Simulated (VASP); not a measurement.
A run of VASP 6.6.1 is set up as follows.

File POSCAR:

```
SnO2
1.0
    4.7597871343      0.0000000000      0.0000000000
    0.0000000000      4.7597871343      0.0000000000
    0.0000000000      0.0000000000      3.2007191128
Sn O
2 4
Direct
    0.0000000000      0.0000000000      0.0000000000
    0.5000000000      0.5000000000      0.5000000000
    0.3059087279      0.3059087279      0.0000000000
    0.1940912721      0.8059087279      0.5000000000
    0.6940912721      0.6940912721      0.0000000000
    0.8059087279      0.1940912721      0.5000000000
```

File INCAR.step1:

```
SYSTEM = SnO2
ALGO     = Normal         ! electronic algorithm
EDIFF    = 1E-4           ! SCF threshold, eV
ENCUT    = 520            ! plane-wave cutoff, eV
GGA      = PE             ! functional
ISMEAR   = 0              ! smearing method
LASPH    = .TRUE.         ! aspherical terms in the spheres
LCHARG   = .FALSE.        ! write CHGCAR
LREAL    = .FALSE.        ! projectors in reciprocal space
LWAVE    = .TRUE.         ! write WAVECAR
NBANDS   = 35             ! bands
NELM     = 100            ! most SCF steps
PREC     = Accurate       ! precision mode
SIGMA    = 0.01           ! smearing width, eV
```

File INCAR.step2:

```
SYSTEM = SnO2
ALGO     = Normal         ! electronic algorithm
EDIFF    = 1E-6           ! SCF threshold, eV
ENCUT    = 520            ! plane-wave cutoff, eV
ISIF     = 2              ! what is computed and relaxed
ISMEAR   = 0              ! smearing method
ISTART   = 1            
LASPH    = .TRUE.         ! aspherical terms in the spheres
LCHARG   = .FALSE.        ! write CHGCAR
LMIXTAU  = .TRUE.       
LREAL    = .FALSE.        ! projectors in reciprocal space
LWAVE    = .FALSE.        ! write WAVECAR
METAGGA  = R2SCAN         ! meta-GGA
NBANDS   = 35             ! bands
NELM     = 100            ! most SCF steps
PREC     = Accurate       ! precision mode
SIGMA    = 0.01           ! smearing width, eV
```

KPOINTS

```
k-points
0
G
  6 6 9
  0 0 0
```

Potentials or basis: VASP PAW PBE potentials, release 64 (Sn_d, O).

Command:

```sh
$ cat potpaw_PBE.64/Sn_d/POTCAR potpaw_PBE.64/O/POTCAR > POTCAR
$ cp INCAR.step1 INCAR
$ mpirun -np 1 vasp_std > vasp.out
$ cp INCAR.step2 INCAR
$ mpirun -np 1 vasp_std > vasp.out
```

Q: Predict the pressure.

A: 1.1 GPa.

Q: Estimate the largest force.

A: 0.028 eV/Å.

Q: What does it give for the band gap on the k mesh?

A: 1.79 eV.

Forces on the atoms (eV/Å):
```
Sn   0.000  0.000  0.000
Sn   0.000  0.000  0.000
O   -0.020 -0.020  0.000
O    0.020 -0.020  0.000
O    0.020  0.020  0.000
O   -0.020  0.020  0.000
```

Caveat: the PAW data sets were made with another functional, which shifts forces and pressure a little; spin-orbit coupling is left out, which moves the levels of the heavy elements.
